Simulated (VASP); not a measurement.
# LiH (Fm-3m) in VASP: further runs, part 2 of 2

VASP 6.6.1.

### 3 Single point, r2SCAN0

This run uses another cell than the first one, of 8.62 Å³/atom.

The input, POSCAR:

```
LiH
1.0
    0.0000000000      2.0502388037      2.0502388037
    2.0502388037      0.0000000000      2.0502388037
    2.0502388037      2.0502388037      0.0000000000
Li H
1 1
Direct
    0.0000000000      0.0000000000      0.0000000000
    0.5000000000      0.5000000000      0.5000000000
```

The input, INCAR.step1:

```
PREC = Accurate
ENCUT = 520
EDIFF = 1E-5
ISMEAR = 1
SIGMA = 0.01
LREAL = False
LASPH = True
NELM = 100
ALGO = Normal
ISIF = 2
LWAVE = True
NBANDS = 9
GGA = PE
```

The input, INCAR.step2:

```
PREC = Accurate
ENCUT = 520
EDIFF = 1E-7
ISMEAR = 1
SIGMA = 0.01
LREAL = False
LASPH = True
NELM = 100
ALGO = Normal
ISIF = 2
LWAVE = False
LCHARG = True
METAGGA = R2SCAN
LHFCALC = True
AEXX = 0.25
LMIXTAU = True
PRECFOCK = Normal
LELF = True
LVHAR = True
NBANDS = 9
ISTART = 1
```

The input, KPOINTS:

```
regular mesh
0
Gamma
  6 6 6
```

Potentials or basis: VASP PAW PBE potentials, release 64 (Li_sv, H).

Started as:

```console
$ cat potpaw_PBE.64/Li_sv/POTCAR potpaw_PBE.64/H/POTCAR > POTCAR
$ cp INCAR.step1 INCAR
$ mpirun -np 1 vasp_std > vasp.out
$ cp INCAR.step2 INCAR
$ mpirun -np 1 vasp_std > vasp.out
```

OUTCAR:

```text
PREC = Accurate
   ENCUT = 520
   EDIFF = 1E-7
   ISMEAR = 1
   LREAL = False
   LASPH = True
   NELM = 100
   ISIF = 2
   METAGGA = R2SCAN
   LHFCALC = True
   AEXX = 0.25
   PRECFOCK = Normal
   ISTART = 1

 ion  position               nearest neighbor table
   1  0.000  0.000  0.000-
   2  0.500  0.500  0.500-

  LATTYP: Found a face centered cubic cell.
 ALAT       =     4.1004776074

  Lattice vectors:

 A1 = (   0.0000000000,   2.0502388037,   2.0502388037)
 A2 = (   2.0502388037,   0.0000000000,   2.0502388037)
 A3 = (   2.0502388037,   2.0502388037,   0.0000000000)

Analysis of symmetry for initial positions (statically):
=====================================================================
 Subroutine PRICEL returns:
 Original cell was already a primitive cell.

 Routine SETGRP: Setting up the symmetry group for a
 face centered cubic supercell.

 Subroutine GETGRP returns: Found 48 space group operations
 (whereof 48 operations were pure point group operations)
 out of a pool of 48 trial point group operations.

The static configuration has the point symmetry O_h .

Analysis of symmetry for dynamics (positions and initial velocities):
=====================================================================
 Subroutine PRICEL returns:
 Original cell was already a primitive cell.

 Routine SETGRP: Setting up the symmetry group for a
 face centered cubic supercell.

 Subroutine GETGRP returns: Found 48 space group operations
 (whereof 48 operations were pure point group operations)
 out of a pool of 48 trial point group operations.

The dynamic configuration has the point symmetry O_h .

 Subroutine INISYM returns: Found 48 space group operations
 (whereof 48 operations are pure point group operations),
 and found     1 'primitive' translations

----------------------------------------------------------------------------------------

                                     Primitive cell

  volume of cell :      17.2363

  direct lattice vectors                    reciprocal lattice vectors
     0.000000000  2.050238804  2.050238804    -0.243874030  0.243874030  0.243874030
     2.050238804  0.000000000  2.050238804     0.243874030 -0.243874030  0.243874030
     2.050238804  2.050238804  0.000000000     0.243874030  0.243874030 -0.243874030

  length of vectors
     2.899475522  2.899475522  2.899475522     0.422402211  0.422402211  0.422402211

  position of ions in fractional coordinates (direct lattice)
     0.000000000  0.000000000  0.000000000
     0.500000000  0.500000000  0.500000000

  ion indices of the primitive-cell ions
   primitive index   ion index
                 1           1
                 2           2

----------------------------------------------------------------------------------------

 KPOINTS: regular mesh

[... 29 lines left out ...]
  0.333333  0.166667  0.000000     24.000000
[... 8 lines left out ...]
 -0.333333  0.333333  0.166667     24.000000
 -0.333333  0.500000  0.166667     12.000000
   k-points           NKPTS =     16   k-points in BZ     NKDIM =    216   number of bands    NBANDS=      9
   number of dos      NEDOS =    301   number of ions     NIONS =      2
   total plane-waves  NPLWV =  13824
   dimension x,y,z NGX =    24 NGY =   24 NGZ =   24
   dimension x,y,z NGXF=    48 NGYF=   48 NGZF=   48
   ions per type =               1   1
   NGX,Y,Z   is equivalent  to a cutoff of  13.76, 13.76, 13.76 a.u.
   NGXF,Y,Z  is equivalent  to a cutoff of  27.52, 27.52, 27.52 a.u.
 SYSTEM =  unknown system
   PREC   = accura    normal or accurate (medium, high low for compatibility)
   ISTART =      1    job   : 0-new  1-cont  2-samecut
   ICHARG =      0    charge: 1-file 2-atom 10-const
   ISPIN  =      1    spin polarized calculation?
   LNONCOLLINEAR =      F non collinear calculations
   LSORBIT =      F    spin-orbit coupling
   LASPH  =      T    aspherical Exc in radial PAW
   ENCUT  =  520.0 eV  38.22 Ry    6.18 a.u.   5.39  5.39  5.39*2*pi/ulx,y,z
   NELM   =    100;   NELMIN=  2; NELMDL=  0     # of ELM steps
   EDIFF  = 0.1E-06   stopping-criterion for ELM
   LREAL  =      F    real-space projection
   EDIFFG = 0.1E-05   stopping-criterion for IOM
   NSW    =      0    number of steps for IOM
   IBRION =     -1    ionic relax: 0-MD 1-quasi-New 2-CG
   NFREE  =      0    steps in history (QN), initial steepest desc. (CG)
   ISIF   =      2    stress and relaxation
   ISYM   =      3    0-nonsym 1-usesym 2-fastsym
   POTIM  = 0.5000    time-step for ionic-motion
   TEBEG  =    0.0;   TEEND  =   0.0 temperature during run
   PSTRESS=    0.0 pullay stress
   NELECT =       4.0000    total number of electrons
   NUPDOWN=      -1.0000    fix difference up-down
   EMIN   =  10.00;   EMAX   =-10.00  energy-range for DOS
   EFERMI =   0.00;   METHOD = LEGACY
   ISMEAR =     1;   SIGMA  =   0.01  broadening in eV -4-tet -1-fermi 0-gaus
   EFERMI_NEDOS =   21; number of points for ismear=-14 and -15
   IALGO  =     38    algorithm
   IMIX   =      1    mixing-type and parameters
     AMIX     =   0.40;   BMIX     =  1.00
     AMIX_MAG =   1.60;   BMIX_MAG =  1.00
  volume/ion in A,a.u.               =       8.62        58.16
  Fermi-wavevector in a.u.,A,eV,Ry     =   1.006036  1.901133 13.770583  1.012109
  Thomas-Fermi vector in A             =   2.138754
   LORBIT       =      0    0 simple, 1 ext, 2 COOP (PROOUT), +10 PAW based schemes
   METAGGA = R2SCAN    functional components
   LHFCALC =     T    Hartree Fock is set to
   PRECFOCK=normal    Normal, Fast or Accurate (Low or Medium for compatibility)
   ENCUT4O =  -1.0   cutoff for four orbital integrals eV
   NKREDX  =     1    reduce k-point grid by
   NKREDY  =     1    reduce k-point grid by
   NKREDZ  =     1    reduce k-point grid by
   AEXX    =    0.2500 exact exchange contribution
   HFSCREEN=    0.0000 screening length (either q_TF or 0.3 A-1)
   HFSCREENC=   0.0000 screening length for correlation (either q_TF or 0.3 A-1)
   ENCUTFOCK=  -1.0 apply spherical cutoff to Coloumb kernel
   IVDW    =     0    specifies the selected vdW correction
   LEPSILON=     F    determine dielectric tensor
   LRPA    =     F    only Hartree local field effects (RPA)
 non-spin polarized calculation
 Methfessel and Paxton  Order N= 1 SIGMA  =   0.01
  energy-cutoff  :      520.00
  volume of cell :       17.24
 maximum number of plane-waves:       483
 NGX is ok and might be reduce to    24
  NGX = 18; NGY = 18; NGZ = 18

 number of electron       4.0000004 magnetization

 Free energy of the ion-electron system (eV)
  ---------------------------------------------------
  ext. energy  EPLUGINS =         0.00000000
  ---------------------------------------------------
  free energy    TOTEN  =        -7.59981773 eV

  energy without entropy =       -7.59981773  energy(sigma->0) =       -7.59981773

 E-fermi :  -1.3272     XC(G=0):  -6.7303

 val. band max:       -1.4528582639   @ k =   0.5000   0.5000   0.0000
 cond. band min:       3.7149864720   @ k =   0.5000   0.5000   0.0000
 fundamental gap:      5.1678447359
 Fermi energy:        -1.3272195677

 k-point     1 :       0.0000    0.0000    0.0000
  band No.  band energies     occupation
      1     -49.9305      2.00000
      2      -7.2628      2.00000
      3      17.2344      0.00000
      4      19.1635      0.00000
      5      19.1635      0.00000
      6      19.1641      0.00000
      7      23.2873      0.00000
      8      23.2873      0.00000
      9      23.2874      0.00000
[... 169 lines left out ...]
 k-point    16 :      -0.3333    0.5000    0.1667
  band No.  band energies     occupation
      1     -49.8819      2.00000
      2      -1.6152      2.00000
      3       4.7761      0.00000
      4       7.8824      0.00000
      5      12.4265      0.00000
      6      18.8285      0.00000
      7      20.6817      0.00000
      8      29.7339      0.00000
      9      30.1055      0.00000

------------------------ aborting loop because EDIFF is reached ----------------------------------------

  FORCE on cell =-STRESS in cart. coord.  units (eV):
  Direction    XX          YY          ZZ          XY          YZ          ZX
  --------------------------------------------------------------------------------------
  -------------------------------------------------------------------------------------
  Total       -0.3254740     -0.3254740     -0.3254740      0.0000000     -0.0000000     -0.0000000
  in kB      -30.2540544    -30.2540544    -30.2540544      0.0000000     -0.0000000     -0.0000000
  external PRESSURE =     -30.2540544 kB  Pullay stress =       0.0000000 kB

 VOLUME and BASIS-vectors are now :
 -----------------------------------------------------------------------------
  energy-cutoff  :      520.00
  volume of cell :       17.24
      direct lattice vectors                 reciprocal lattice vectors
     0.000000000  2.050238804  2.050238804    -0.243874030  0.243874030  0.243874030
     2.050238804  0.000000000  2.050238804     0.243874030 -0.243874030  0.243874030
     2.050238804  2.050238804  0.000000000     0.243874030  0.243874030 -0.243874030

 POSITION                                       TOTAL-FORCE (eV/Angst)
 -----------------------------------------------------------------------------------
      0.00000      0.00000      0.00000        -0.000000      0.000000     -0.000000
      2.05024      2.05024      2.05024         0.000000     -0.000000      0.000000
 -----------------------------------------------------------------------------------
    total drift:                                0.000000      0.000000      0.000000

  FREE ENERGIE OF THE ION-ELECTRON SYSTEM (eV)
  ---------------------------------------------------
  free  energy   TOTEN  =        -7.5998177275 eV

  energy  without entropy=       -7.5998177275  energy(sigma->0) =       -7.59981773
```

OSZICAR.step1:

```text
N       E                     dE             d eps       ncg     rms          rms(c)
DAV:   1    -0.128589222873E+01   -0.12859E+01   -0.11069E+03   288   0.375E+02
DAV:   2    -0.628781849172E+01   -0.50019E+01   -0.49694E+01   422   0.601E+01
DAV:   3    -0.635712533983E+01   -0.69307E-01   -0.69298E-01   346   0.599E+00
DAV:   4    -0.635757453100E+01   -0.44919E-03   -0.44914E-03   388   0.430E-01
DAV:   5    -0.635757810752E+01   -0.35765E-05   -0.35765E-05   348   0.279E-02    0.284E+00
DAV:   6    -0.617541648373E+01    0.18216E+00   -0.15665E-01   312   0.119E+00    0.141E+00
DAV:   7    -0.611604114332E+01    0.59375E-01   -0.19521E-01   331   0.151E+00    0.219E-01
DAV:   8    -0.611794777859E+01   -0.19066E-02   -0.44642E-03   350   0.430E-01    0.398E-02
DAV:   9    -0.611787959009E+01    0.68188E-04   -0.14696E-04   363   0.450E-02    0.737E-03
DAV:  10    -0.611787592002E+01    0.36701E-05   -0.57814E-06   241   0.168E-02
   1 F= -.61178759E+01 E0= -.61178786E+01  d E =0.805265E-05
```

Run time: 1.7 min. Hardware: 1 thread of Intel Xeon Platinum 8488C (Sapphire Rapids), shared host; peak memory 0.14 GiB.

Results:

| Property | Result |
| --- | --- |
| Free energy | -7.5998 eV |
| Band gap on the k mesh | 5.17 eV |

Caveat: the k points lie up to 0.44 Å⁻¹ apart; the cutoff is under 1.25 times the usual one of these potentials, so pressure, stress and relaxed cells hold a basis-set (Pulay) error; the PAW data sets were made with another functional, which shifts forces and pressure a little. A k mesh can miss the band edges.

### 4 Single point, r2SCAN0

This run uses another cell than the first one, of 8.79 Å³/atom.

The input, POSCAR:

```
LiH
1.0
    0.0000000000      2.0635524157      2.0635524157
    2.0635524157      0.0000000000      2.0635524157
    2.0635524157      2.0635524157      0.0000000000
Li H
1 1
Direct
    0.0000000000      0.0000000000      0.0000000000
    0.5000000000      0.5000000000      0.5000000000
```

The input, INCAR.step1:

```
  PREC = Accurate
  ENCUT = 520
  EDIFF = 1E-5
  ISMEAR = 1
  SIGMA = 0.01
  LREAL = F
  LASPH = T
  NELM = 60
  ALGO = Normal
  ISIF = 2
  LWAVE = T
  LCHARG = F
  NBANDS = 9
  GGA = PE
```

The input, INCAR.step2:

```
  PREC = Accurate
  ENCUT = 520
  EDIFF = 1E-7
  ISMEAR = 1
  SIGMA = 0.01
  LREAL = F
  LASPH = T
  NELM = 60
  ALGO = Normal
  ISIF = 2
  LWAVE = F
  LCHARG = F
  METAGGA = R2SCAN
  LHFCALC = T
  AEXX = 0.25
  LMIXTAU = T
  PRECFOCK = Normal
  NBANDS = 9
  ISTART = 1
```

KPOINTS is that of step 3.

Started as:

```console
$ cat potpaw_PBE.64/Li_sv/POTCAR potpaw_PBE.64/H/POTCAR > POTCAR
$ cp INCAR.step1 INCAR
$ mpirun -np 1 vasp_std > vasp.out
$ cp INCAR.step2 INCAR
$ mpirun -np 1 vasp_std > vasp.out
```

It took 2.3 min on 1 thread of Intel Xeon Platinum 8488C (Sapphire Rapids), shared host; peak memory 0.14 GiB.

Results (log left out):

```
Free energy            : -7.5932 eV
Band gap on the k mesh : 5.17 eV
```

Levels at points of the mesh, in eV from the valence-band top:
```tsv
k point	band 1	band 2	band 3	band 4	band 5
(0.00, 0.00, 0.00)	-48.50	-5.73	18.43	20.41	20.41
(0.50, 0.00, 0.00)	-48.47	-2.63	6.98	16.02	19.10
(0.50, 0.50, 0.00)	-48.46	0.00	5.17	13.13	13.13
```

Caveat: the k points lie up to 0.44 Å⁻¹ apart; the cutoff is under 1.25 times the usual one of these potentials, so pressure, stress and relaxed cells hold a basis-set (Pulay) error; the PAW data sets were made with another functional, which shifts forces and pressure a little.

### 5 Single point, r2SCAN0

This run uses another cell than the first one, of 8.96 Å³/atom.

The input, POSCAR:

```
LiH
1.0
    0.0000000000      2.0766964161      2.0766964161
    2.0766964161      0.0000000000      2.0766964161
    2.0766964161      2.0766964161      0.0000000000
Li H
1 1
Direct
    0.0000000000      0.0000000000      0.0000000000
    0.5000000000      0.5000000000      0.5000000000
```

The input, INCAR.step1:

```
SYSTEM = LiH
PREC = Accurate ; ENCUT = 520
EDIFF = 1E-5 ; ISMEAR = 1
SIGMA = 0.01 ; LREAL = .False.
LASPH = .True. ; NELM = 80
ALGO = Normal ; ISIF = 2
LWAVE = .True. ; LCHARG = .False.
NBANDS = 9 ; GGA = PE
```

The input, INCAR.step2:

```
SYSTEM = LiH
PREC = Accurate ; ENCUT = 520
EDIFF = 1E-6 ; ISMEAR = 1
SIGMA = 0.01 ; LREAL = .False.
LASPH = .True. ; NELM = 80
ALGO = Normal ; ISIF = 2
LWAVE = .False. ; LCHARG = .False.
METAGGA = R2SCAN ; LHFCALC = .True.
AEXX = 0.25 ; LMIXTAU = .True.
PRECFOCK = Normal ; NBANDS = 9
ISTART = 1
```

The input, KPOINTS:

```
regular mesh
0
Gamma
  6 6 6
  0 0 0
```

Started as:

```console
$ cat potpaw_PBE.64/Li_sv/POTCAR potpaw_PBE.64/H/POTCAR > POTCAR
$ cp INCAR.step1 INCAR
$ mpirun -np 1 vasp_std > vasp.out
$ cp INCAR.step2 INCAR
$ mpirun -np 1 vasp_std > vasp.out
```

Run time: 1.7 min. Hardware: 1 thread of Intel Xeon Platinum 8488C (Sapphire Rapids), shared host; peak memory 0.14 GiB.

The run converged. Its results:

| Property | Result |
| --- | --- |
| Free energy | -7.5857 eV |
| Band gap on the k mesh | 5.18 eV |

Levels at points of the mesh, in eV from the valence-band top:
```
           k point  band 1  band 2  band 3  band 4  band 5
(0.00, 0.00, 0.00)  -48.52   -5.66   18.17   20.20   20.20
(0.50, 0.00, 0.00)  -48.49   -2.57    6.92   15.85   18.91
(0.50, 0.50, 0.00)  -48.48    0.00    5.18   13.03   13.03
```

Caveat: the k points lie up to 0.44 Å⁻¹ apart; the cutoff is under 1.25 times the usual one of these potentials, so pressure, stress and relaxed cells hold a basis-set (Pulay) error; the PAW data sets were made with another functional, which shifts forces and pressure a little.

### 6 The runs side by side

```tsv
cell	gap on the mesh (eV)
a = 2.880 Å, angles 60.0°, 2 atoms	5.16
a = 2.899 Å, angles 60.0°, 2 atoms	5.17
a = 2.918 Å, angles 60.0°, 2 atoms	5.17
a = 2.937 Å, angles 60.0°, 2 atoms	5.18
```

Alike in all rows: task single point; level r2SCAN0; potentials or basis VASP PAW PBE potentials, release 64 (Li_sv, H); no spin polarisation; k mesh 6 × 6 × 6; cutoff (eV) 520; smearing methfessel-paxton 0.01 eV.

Caveats: all runs use coarse meshes; the cutoff is under 1.25 times the usual one of these potentials, so pressure, stress and relaxed cells hold a basis-set (Pulay) error; the PAW data sets were made with another functional, which shifts forces and pressure a little.

Absolute energies hang on the potentials; compare differences alone.
